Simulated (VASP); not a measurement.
# MgBe2S3 (P-3m1) in VASP: relaxation of cell and atoms with PBE

Aim: the relaxation of cell and atoms of MgBe2S3 with PBE.

All numbers are computed with VASP 6.6.1; they aren't measurements. Logs are shortened: lines on timing, memory, paths and dates and some standing lists are left out, and cuts for length are marked.

### 1 The cell of the first run

Symmetry: P-3m1, No. 164, trigonal system. The conventional cell has a = 3.406 Å, b = 3.406 Å, c = 8.448 Å, α = 90.00°, β = 90.00°, γ = 120.00°. Mg (site symmetry -3m) has 6 S at 2.56 Å and 6 Mg at 3.41 Å and 6 Be at 3.48 Å within 3.5 Å. Be (site symmetry 3m) has 6 S at 2.33 to 2.38 Å within 3.1 Å. Within 3.1 Å of S (site symmetry 3m) lie 3 Be at 2.33 Å and 3 Mg at 2.56 Å. Within 3.1 Å of S (site symmetry -3m) lie 6 Be at 2.38 Å.

The cell was built from a structure type or drawn by symmetry, and may not be a known phase.

### 2 Relaxation of cell and atoms, PBE

Input file INCAR:

```
  PREC = Accurate
  ENCUT = 600
  EDIFF = 1E-6
  ISMEAR = 0
  SIGMA = 0.02
  LREAL = F
  LASPH = T
  NELM = 60
  ALGO = Normal
  ISIF = 3
  LWAVE = F
  LCHARG = F
  GGA = PE
  IBRION = 2
  NSW = 100
  EDIFFG = -0.01
```

Input file KPOINTS:

```
regular mesh
0
Gamma
  12 12 4
```

Input file POSCAR:

```
MgBe2S3
1.0
    3.4055840040      0.0000000000      0.0000000000
   -1.7027920020      2.9493222622      0.0000000000
    0.0000000000      0.0000000000      8.4475286115
Mg Be S
1 2 3
Direct
    0.0000000000      0.0000000000      0.0000000000
    0.3333333333      0.6666666667      0.6594686242
    0.6666666667      0.3333333333      0.3405313758
    0.3333333333      0.6666666667      0.1932770237
    0.0000000000      0.0000000000      0.5000000000
    0.6666666667      0.3333333333      0.8067229763
```

Potentials or basis: VASP PAW PBE potentials, release 64 (Mg, Be, S).

On the command line:

```sh
$ cat potpaw_PBE.64/Mg/POTCAR potpaw_PBE.64/Be/POTCAR potpaw_PBE.64/S/POTCAR > POTCAR
$ mpirun -np 1 vasp_std > vasp.out
```

OUTCAR:

```text
PREC = Accurate
   ENCUT = 600
   EDIFF = 1E-6
   ISMEAR = 0
   LREAL = F
   LASPH = T
   NELM = 60
   ISIF = 3
   GGA = PE
   IBRION = 2
   NSW = 100
   EDIFFG = -0.01

 ion  position               nearest neighbor table
   1  0.000  0.000  0.000-   4 2.56   6 2.56   6 2.56   4 2.56   6 2.56   4 2.56
   2  0.333  0.667  0.659-   6 2.33   6 2.33   6 2.33   5 2.38   5 2.38   5 2.38
   3  0.667  0.333  0.341-   4 2.33   4 2.33   4 2.33   5 2.38   5 2.38   5 2.38
   4  0.333  0.667  0.193-   3 2.33   3 2.33   3 2.33   1 2.56   1 2.56   1 2.56
   5  0.000  0.000  0.500-   2 2.38   3 2.38   3 2.38   2 2.38   3 2.38   2 2.38
   6  0.667  0.333  0.807-   2 2.33   2 2.33   2 2.33   1 2.56   1 2.56   1 2.56

  LATTYP: Found a hexagonal cell.
 ALAT       =     3.4055840040
 C/A-ratio  =     2.4804933901

  Lattice vectors:

 A1 = (   3.4055840040,   0.0000000000,   0.0000000000)
 A2 = (  -1.7027920020,   2.9493222622,   0.0000000000)
 A3 = (   0.0000000000,   0.0000000000,   8.4475286115)

Analysis of symmetry for initial positions (statically):
=====================================================================
 Subroutine PRICEL returns:
 Original cell was already a primitive cell.

 Routine SETGRP: Setting up the symmetry group for a
 hexagonal supercell.

 Subroutine GETGRP returns: Found 12 space group operations
 (whereof 12 operations were pure point group operations)
 out of a pool of 24 trial point group operations.

The static configuration has the point symmetry D_3d.

Analysis of symmetry for dynamics (positions and initial velocities):
=====================================================================
 Subroutine PRICEL returns:
 Original cell was already a primitive cell.

 Routine SETGRP: Setting up the symmetry group for a
 hexagonal supercell.

 Subroutine GETGRP returns: Found 12 space group operations
 (whereof 12 operations were pure point group operations)
 out of a pool of 24 trial point group operations.

The dynamic configuration has the point symmetry D_3d.

 Subroutine INISYM returns: Found 12 space group operations
 (whereof 12 operations are pure point group operations),
 and found     1 'primitive' translations

----------------------------------------------------------------------------------------

                                     Primitive cell

  volume of cell :      84.8484

  direct lattice vectors                    reciprocal lattice vectors
     3.405584004  0.000000000  0.000000000     0.293635394  0.169530474  0.000000000
    -1.702792002  2.949322262  0.000000000     0.000000000  0.339060947  0.000000000
     0.000000000  0.000000000  8.447528611     0.000000000  0.000000000  0.118377817

  length of vectors
     3.405584004  3.405584004  8.447528611     0.339060947  0.339060947  0.118377817

  position of ions in fractional coordinates (direct lattice)
     0.000000000  0.000000000  0.000000000
     0.333333333  0.666666667  0.659468624
     0.666666667  0.333333333  0.340531376
     0.333333333  0.666666667  0.193277024
     0.000000000  0.000000000  0.500000000
     0.666666667  0.333333333  0.806722976

  ion indices of the primitive-cell ions
   primitive index   ion index
                 1           1
                 2           2
                 3           3
                 4           4
                 5           5
                 6           6

[... 78 lines left out ...]
   ISYM   =      2    0-nonsym 1-usesym 2-fastsym
   POTIM  = 0.5000    time-step for ionic-motion
   TEBEG  =    0.0;   TEEND  =   0.0 temperature during run
   PSTRESS=    0.0 pullay stress
   NELECT =      24.0000    total number of electrons
   NUPDOWN=      -1.0000    fix difference up-down
   EMIN   =  10.00;   EMAX   =-10.00  energy-range for DOS
   EFERMI =   0.00;   METHOD = LEGACY
   ISMEAR =     0;   SIGMA  =   0.02  broadening in eV -4-tet -1-fermi 0-gaus
   EFERMI_NEDOS =   21; number of points for ismear=-14 and -15
   IALGO  =     38    algorithm
   IMIX   =      4    mixing-type and parameters
     AMIX     =   0.40;   BMIX     =  1.00
     AMIX_MAG =   1.60;   BMIX_MAG =  1.00
  volume/ion in A,a.u.               =      14.14        95.43
  Fermi-wavevector in a.u.,A,eV,Ry     =   1.074643  2.030780 15.712781  1.154857
  Thomas-Fermi vector in A             =   2.210477
   LORBIT       =      0    0 simple, 1 ext, 2 COOP (PROOUT), +10 PAW based schemes
   GGA     = PE    functional components
   LHFCALC =     F    Hartree Fock is set to
   AEXX    =    0.0000 exact exchange contribution
   IVDW    =     0    specifies the selected vdW correction
   LEPSILON=     F    determine dielectric tensor
   LRPA    =     F    only Hartree local field effects (RPA)
 conjugate gradient relaxation of ions
 non-spin polarized calculation
 Gauss-broadening in eV      SIGMA  =   0.02
  energy-cutoff  :      600.00
  volume of cell :       84.85
 maximum number of plane-waves:      2856
   NGX = 13   NGY = 13   NGZ = 33

--------------------------------------- Ionic step        1  -------------------------------------------

 number of electron      23.9999999 magnetization

 Free energy of the ion-electron system (eV)
  ---------------------------------------------------
  ext. energy  EPLUGINS =         0.00000000
  ---------------------------------------------------
  free energy    TOTEN  =       -26.00126448 eV

  energy without entropy =      -26.00126448  energy(sigma->0) =      -26.00126448

------------------------ aborting loop because EDIFF is reached ----------------------------------------

  FORCE on cell =-STRESS in cart. coord.  units (eV):
  Direction    XX          YY          ZZ          XY          YZ          ZX
  --------------------------------------------------------------------------------------
  -------------------------------------------------------------------------------------
  Total       -0.1468111     -0.1468111      0.0178896      0.0000000      0.0000000      0.0000000
  in kB       -2.7722087     -2.7722087      0.3378069      0.0000000      0.0000000      0.0000000
  external PRESSURE =      -1.7355369 kB  Pullay stress =       0.0000000 kB

 VOLUME and BASIS-vectors are now :
 -----------------------------------------------------------------------------
  energy-cutoff  :      600.00
  volume of cell :       84.85
      direct lattice vectors                 reciprocal lattice vectors
     3.405584004  0.000000000  0.000000000     0.293635394  0.169530474  0.000000000
    -1.702792002  2.949322262  0.000000000     0.000000000  0.339060947  0.000000000
     0.000000000  0.000000000  8.447528611     0.000000000  0.000000000  0.118377817

 POSITION                                       TOTAL-FORCE (eV/Angst)
 -----------------------------------------------------------------------------------
      0.00000      0.00000      0.00000         0.000000      0.000000      0.000000
     -0.00000      1.96621      5.57088         0.000000      0.000000      0.008905
      1.70279      0.98311      2.87665         0.000000     -0.000000     -0.008905
     -0.00000      1.96621      1.63271         0.000000     -0.000000     -0.019267
      0.00000      0.00000      4.22376         0.000000      0.000000      0.000000
      1.70279      0.98311      6.81482        -0.000000      0.000000      0.019267
 -----------------------------------------------------------------------------------
    total drift:                                0.000000      0.000000     -0.000000

  FREE ENERGIE OF THE ION-ELECTRON SYSTEM (eV)
  ---------------------------------------------------
  free  energy   TOTEN  =       -26.0012644797 eV

  energy  without entropy=      -26.0012644797  energy(sigma->0) =      -26.00126448

--------------------------------------- Ionic step        2  -------------------------------------------

 number of electron      23.9999999 magnetization

 Free energy of the ion-electron system (eV)
  ---------------------------------------------------
  ext. energy  EPLUGINS =         0.00000000
  ---------------------------------------------------
  free energy    TOTEN  =       -26.00147031 eV

  energy without entropy =      -26.00147031  energy(sigma->0) =      -26.00147031

 E-fermi :   5.6744     XC(G=0): -10.2693

 val. band max:        5.5322028103   @ k =   0.1667   0.0000   0.5000
 cond. band min:       7.0488544470   @ k =   0.5000   0.0000   0.0000
 fundamental gap:      1.5166516367
 Fermi energy:         5.6743636118

 k-point     1 :       0.0000    0.0000    0.0000
  band No.  band energies     occupation
      1      -8.7012      2.00000
      2      -7.7150      2.00000
      3      -7.0598      2.00000
      4       0.4300      2.00000
      5       0.5696      2.00000
      6       4.9038      2.00000
[... 433 lines left out ...]
      3      -6.6055      2.00000
      4      -0.1656      2.00000
      5       1.7537      2.00000
      6       3.2175      2.00000
[... 8 lines left out ...]
     15      10.8782      0.00000
     16      11.1148      0.00000

 [... further k-points ...]

------------------------ aborting loop because EDIFF is reached ----------------------------------------

  FORCE on cell =-STRESS in cart. coord.  units (eV):
  Direction    XX          YY          ZZ          XY          YZ          ZX
  --------------------------------------------------------------------------------------
  -------------------------------------------------------------------------------------
  Total       -0.0118301     -0.0118301      0.0456930      0.0000000     -0.0000000      0.0000000
  in kB       -0.2238811     -0.2238811      0.8647284      0.0000000     -0.0000000      0.0000000
  external PRESSURE =       0.1389887 kB  Pullay stress =       0.0000000 kB

 VOLUME and BASIS-vectors are now :
 -----------------------------------------------------------------------------
  energy-cutoff  :      600.00
  volume of cell :       84.66
      direct lattice vectors                 reciprocal lattice vectors
     3.401563964  0.000000000  0.000000000     0.293982418  0.169730828  0.000000000
    -1.700781982  2.945840805  0.000000000     0.000000000  0.339461657  0.000000000
     0.000000000  0.000000000  8.448743709     0.000000000  0.000000000  0.118360792

 POSITION                                       TOTAL-FORCE (eV/Angst)
 -----------------------------------------------------------------------------------
      0.00000      0.00000      0.00000         0.000000      0.000000      0.000000
     -0.00000      1.96389      5.57211         0.000000     -0.000000      0.006761
      1.70078      0.98195      2.87663         0.000000      0.000000     -0.006761
     -0.00000      1.96389      1.63202        -0.000000      0.000000     -0.007518
      0.00000      0.00000      4.22437         0.000000      0.000000      0.000000
      1.70078      0.98195      6.81673        -0.000000      0.000000      0.007518
 -----------------------------------------------------------------------------------
    total drift:                               -0.000000     -0.000000      0.000000

  FREE ENERGIE OF THE ION-ELECTRON SYSTEM (eV)
  ---------------------------------------------------
  free  energy   TOTEN  =       -26.0014703052 eV

  energy  without entropy=      -26.0014703052  energy(sigma->0) =      -26.00147031

 reached required accuracy - stopping structural energy minimisation
```

Run time: 3.7 min. Hardware: 1 thread of Intel Xeon 8259CL, shared host; peak memory 0.31 GiB.

What came out:

```yaml
Free_energy: -26.0015 eV
Relaxed_volume: 14.11 Å³/atom
Relaxed_cell: a = 3.402 Å, b = 3.402 Å, c = 8.449 Å, α = 90.00°, β = 90.00°, γ = 120.00°
Space_group_after_relaxing_to_0.1_Å: P-3m1 (No. 164)
Energy_gained_by_relaxing: 0.0 meV/atom
Ionic_steps: 2
Pressure_after_relaxing: 0.0 GPa
Largest_force_after_relaxing: 0.008 eV/Å
Band_gap_on_the_k_mesh: 1.52 eV (least direct gap 2.24 eV)
```

Forces on the atoms (eV/Å):
```
Mg   0.000  0.000  0.000
Be   0.000  0.000  0.007
Be   0.000  0.000 -0.007
S    0.000  0.000 -0.008
S    0.000  0.000  0.000
S    0.000  0.000  0.008
```

Stress tensor (GPa, compression positive):
```
-0.02  0.00  0.00
 0.00 -0.02  0.00
 0.00  0.00  0.09
```

Step by step:
| step | energy change (eV) | largest force (eV/Å) | pressure (GPa) | volume (Å³) |
| --- | --- | --- | --- | --- |
| 1 | 0.0000 | 0.0193 | -0.17 | 84.85 |
| 2 | -0.0002 | 0.0075 | 0.01 | 84.66 |

Final structure:
```
Mg Be S
1.0
     3.40156    0.00000    0.00000
    -1.70078    2.94584    0.00000
     0.00000    0.00000    8.44874
Mg Be S
1 2 3
Direct
  0.00000 0.00000 0.00000
  0.33333 0.66667 0.65952
  0.66667 0.33333 0.34048
  0.33333 0.66667 0.19317
  0.00000 0.00000 0.50000
  0.66667 0.33333 0.80683
```
